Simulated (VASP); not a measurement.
# BaPt4I (P4/mmm) in VASP: single point with PBE

Aim: the single point of BaPt4I with PBE.

Everything below comes from runs of VASP 6.6.1. Logs are shortened: lines on timing, memory, paths and dates and some standing lists are left out, and cuts for length are marked.

### Step 1. The cell of the first run

It takes space group P4/mmm (No. 123, tetragonal). The conventional cell has a = 7.548 Å, b = 7.548 Å, c = 2.911 Å, α = 90.00°, β = 90.00°, γ = 90.00°. Within 3.8 Å of Ba (site symmetry 4/mmm) lie 2 Ba at 2.91 Å. Pt (site symmetry m2m) has 3 Pt at 2.45 to 2.91 Å and 1 I at 2.55 Å within 3.2 Å. Within 3.4 Å of I (site symmetry 4/mmm) lie 4 Pt at 2.55 Å and 2 I at 2.91 Å.

### Step 2. Single point, PBE

File INCAR:

```
PREC = Accurate
ENCUT = 520
EDIFF = 1E-6
ISMEAR = 0
SIGMA = 0.2
LREAL = False
LASPH = True
NELM = 80
ALGO = Normal
ISIF = 2
LWAVE = False
LCHARG = False
GGA = PE
NBANDS = 38
```

File KPOINTS:

```
Automatic mesh
0
Gamma
  3 3 4
```

File POSCAR:

```
BaPt4I
1.0
    7.5484852767      0.0000000000      0.0000000000
    0.0000000000      7.5484852767      0.0000000000
    0.0000000000      0.0000000000      2.9113009681
Ba Pt I
1 4 1
Direct
    0.5000000000      0.5000000000      0.5000000000
    0.3378967990      0.0000000000      0.5000000000
    0.6621032010      0.0000000000      0.5000000000
    0.0000000000      0.6621032010      0.5000000000
    0.0000000000      0.3378967990      0.5000000000
    0.0000000000      0.0000000000      0.5000000000
```

Potentials or basis: VASP PAW PBE potentials, release 64 (Ba_sv, Pt, I).

Started as:

```bash
> cat potpaw_PBE.64/Ba_sv/POTCAR potpaw_PBE.64/Pt/POTCAR potpaw_PBE.64/I/POTCAR > POTCAR
> mpirun -np 1 vasp_std > vasp.out
```

OUTCAR:

```text
PREC = Accurate
   ENCUT = 520
   EDIFF = 1E-6
   ISMEAR = 0
   LREAL = False
   LASPH = True
   NELM = 80
   ISIF = 2
   GGA = PE

 ion  position               nearest neighbor table
   1  0.500  0.500  0.500-   2 3.97   3 3.97   4 3.97   5 3.97   2 3.97   3 3.97   4 3.97   5 3.97

   2  0.338  0.000  0.500-   3 2.45   6 2.55   1 3.97   1 3.97
   3  0.662  0.000  0.500-   2 2.45   6 2.55   1 3.97   1 3.97
   4  0.000  0.662  0.500-   5 2.45   6 2.55   1 3.97   1 3.97
   5  0.000  0.338  0.500-   4 2.45   6 2.55   1 3.97   1 3.97
   6  0.000  0.000  0.500-   2 2.55   3 2.55   4 2.55   5 2.55

  LATTYP: Found a simple tetragonal cell.
 ALAT       =     7.5484852767
 C/A-ratio  =     0.3856801545

  Lattice vectors:

 A1 = (   7.5484852767,   0.0000000000,   0.0000000000)
 A2 = (   0.0000000000,   7.5484852767,   0.0000000000)
 A3 = (   0.0000000000,   0.0000000000,   2.9113009681)

Analysis of symmetry for initial positions (statically):
=====================================================================
 Subroutine PRICEL returns:
 Original cell was already a primitive cell.

 Routine SETGRP: Setting up the symmetry group for a
 simple tetragonal supercell.

 Subroutine GETGRP returns: Found 16 space group operations
 (whereof 16 operations were pure point group operations)
 out of a pool of 16 trial point group operations.

The static configuration has the point symmetry D_4h.

Analysis of symmetry for dynamics (positions and initial velocities):
=====================================================================
 Subroutine PRICEL returns:
 Original cell was already a primitive cell.

 Routine SETGRP: Setting up the symmetry group for a
 simple tetragonal supercell.

 Subroutine GETGRP returns: Found 16 space group operations
 (whereof 16 operations were pure point group operations)
 out of a pool of 16 trial point group operations.

The dynamic configuration has the point symmetry D_4h.

 Subroutine INISYM returns: Found 16 space group operations
 (whereof 16 operations are pure point group operations),
 and found     1 'primitive' translations

----------------------------------------------------------------------------------------

                                     Primitive cell

  volume of cell :     165.8849

[... 80 lines left out ...]
   EDIFF  = 0.1E-05   stopping-criterion for ELM
   LREAL  =      F    real-space projection
   EDIFFG = 0.1E-04   stopping-criterion for IOM
   NSW    =      0    number of steps for IOM
   IBRION =     -1    ionic relax: 0-MD 1-quasi-New 2-CG
   NFREE  =      0    steps in history (QN), initial steepest desc. (CG)
   ISIF   =      2    stress and relaxation
   ISYM   =      2    0-nonsym 1-usesym 2-fastsym
   POTIM  = 0.5000    time-step for ionic-motion
   TEBEG  =    0.0;   TEEND  =   0.0 temperature during run
   PSTRESS=    0.0 pullay stress
   NELECT =      57.0000    total number of electrons
   NUPDOWN=      -1.0000    fix difference up-down
   EMIN   =  10.00;   EMAX   =-10.00  energy-range for DOS
   EFERMI =   0.00;   METHOD = LEGACY
   ISMEAR =     0;   SIGMA  =   0.20  broadening in eV -4-tet -1-fermi 0-gaus
   EFERMI_NEDOS =   21; number of points for ismear=-14 and -15
   IALGO  =     38    algorithm
   IMIX   =      4    mixing-type and parameters
     AMIX     =   0.40;   BMIX     =  1.00
     AMIX_MAG =   1.60;   BMIX_MAG =  1.00
  volume/ion in A,a.u.               =      27.65       186.57
  Fermi-wavevector in a.u.,A,eV,Ry     =   1.146650  2.166854 17.889024  1.314806
  Thomas-Fermi vector in A             =   2.283333
   LORBIT       =      0    0 simple, 1 ext, 2 COOP (PROOUT), +10 PAW based schemes
   GGA     = PE    functional components
   LHFCALC =     F    Hartree Fock is set to
   AEXX    =    0.0000 exact exchange contribution
   IVDW    =     0    specifies the selected vdW correction
   LEPSILON=     F    determine dielectric tensor
   LRPA    =     F    only Hartree local field effects (RPA)
 non-spin polarized calculation
 Gauss-broadening in eV      SIGMA  =   0.20
  energy-cutoff  :      520.00
  volume of cell :      165.88
 maximum number of plane-waves:      4504
   NGX = 29   NGY = 29   NGZ = 11

 number of electron      56.9999993 magnetization

 Free energy of the ion-electron system (eV)
  ---------------------------------------------------
  ext. energy  EPLUGINS =         0.00000000
  ---------------------------------------------------
  free energy    TOTEN  =       -24.10646353 eV

  energy without entropy =      -23.91238934  energy(sigma->0) =      -24.00942644

 E-fermi :   4.8093     XC(G=0):  -9.8906

 val. band max:        4.8013019585   @ k =   0.3333   0.3333   0.5000
 cond. band min:       4.8226193184   @ k =   0.3333   0.3333   0.2500
 fundamental gap:      0.0213173599
 Fermi energy:         4.8092878055

 k-point     1 :       0.0000    0.0000    0.0000
  band No.  band energies     occupation
      1     -24.6675      2.00000
      2     -11.1178      2.00000
      3      -9.5062      2.00000
      4      -9.5062      2.00000
      5      -6.8167      2.00000
      6      -2.0754      2.00000
[... 358 lines left out ...]
     37       9.2575      0.00000
     38       9.4123      0.00000

------------------------ aborting loop because EDIFF is reached ----------------------------------------

  FORCE on cell =-STRESS in cart. coord.  units (eV):
  Direction    XX          YY          ZZ          XY          YZ          ZX
  --------------------------------------------------------------------------------------
  -------------------------------------------------------------------------------------
  Total       -0.2042452     -0.2042452      0.3452661      0.0000000     -0.0000000      0.0000000
  in kB       -1.9726754     -1.9726754      3.3347080      0.0000000     -0.0000000      0.0000000
  external PRESSURE =      -0.2035476 kB  Pullay stress =       0.0000000 kB

 VOLUME and BASIS-vectors are now :
 -----------------------------------------------------------------------------
  energy-cutoff  :      520.00
  volume of cell :      165.88
      direct lattice vectors                 reciprocal lattice vectors
     7.548485277  0.000000000  0.000000000     0.132476909  0.000000000  0.000000000
     0.000000000  7.548485277  0.000000000     0.000000000  0.132476909  0.000000000
     0.000000000  0.000000000  2.911300968     0.000000000  0.000000000  0.343489049

 POSITION                                       TOTAL-FORCE (eV/Angst)
 -----------------------------------------------------------------------------------
      3.77424      3.77424      1.45565        -0.000000      0.000000      0.000000
      2.55061      0.00000      1.45565         0.028028      0.000000      0.000000
      4.99788      0.00000      1.45565        -0.028028      0.000000      0.000000
      0.00000      4.99788      1.45565         0.000000     -0.028028     -0.000000
      0.00000      2.55061      1.45565        -0.000000      0.028028      0.000000
      0.00000      0.00000      1.45565        -0.000000      0.000000      0.000000
 -----------------------------------------------------------------------------------
    total drift:                               -0.000000      0.000000     -0.000000

  FREE ENERGIE OF THE ION-ELECTRON SYSTEM (eV)
  ---------------------------------------------------
  free  energy   TOTEN  =       -24.1064635271 eV

  energy  without entropy=      -23.9123893429  energy(sigma->0) =      -24.00942644
```

stdout:

```text
POSCAR found type information on POSCAR BaPtI
 POSCAR found :  3 types and       6 ions
 scaLAPACK will be used
 LDA part: xc-table for (Slater+PW92), standard interpolation
 POSCAR, INCAR and KPOINTS ok, starting setup
 FFT: planning ... GRIDC
 FFT: planning ... GRID_SOFT
 FFT: planning ... GRID
 WAVECAR not read
 entering main loop
```

Wall time 58 s (1 thread of Intel Xeon Platinum 8259CL at 2.50GHz (Skylake/Cascade Lake), shared host); peak memory 0.28 GiB.

What came out:

```
Free energy   : -24.1065 eV
Pressure      : 0.0 GPa
Largest force : 0.028 eV/Å
```

Forces on the atoms (eV/Å):
```
Ba   0.000  0.000  0.000
Pt   0.028  0.000  0.000
Pt  -0.028  0.000  0.000
Pt   0.000 -0.028  0.000
Pt   0.000  0.028  0.000
I    0.000  0.000  0.000
```

Stress tensor (GPa, compression positive):
```
-0.20  0.00  0.00
 0.00 -0.20  0.00
 0.00  0.00  0.33
```

Levels at points of the mesh, in eV from the Fermi level:
```
           k point  band 27  band 28  band 29  band 30  band 31  band 32
(0.00, 0.00, 0.00)    -0.15    -0.15    -0.11     0.27     1.27     2.22
(0.00, 0.00, 0.50)     0.12     0.12     2.06     2.06     2.10     2.84
```

Caveat: the k points lie up to 0.54 Å⁻¹ apart; spin-orbit coupling is left out, which moves the levels of the heavy elements; an odd number of electrons without spin polarisation forces a metal; a magnetic or distorted state may lie lower.
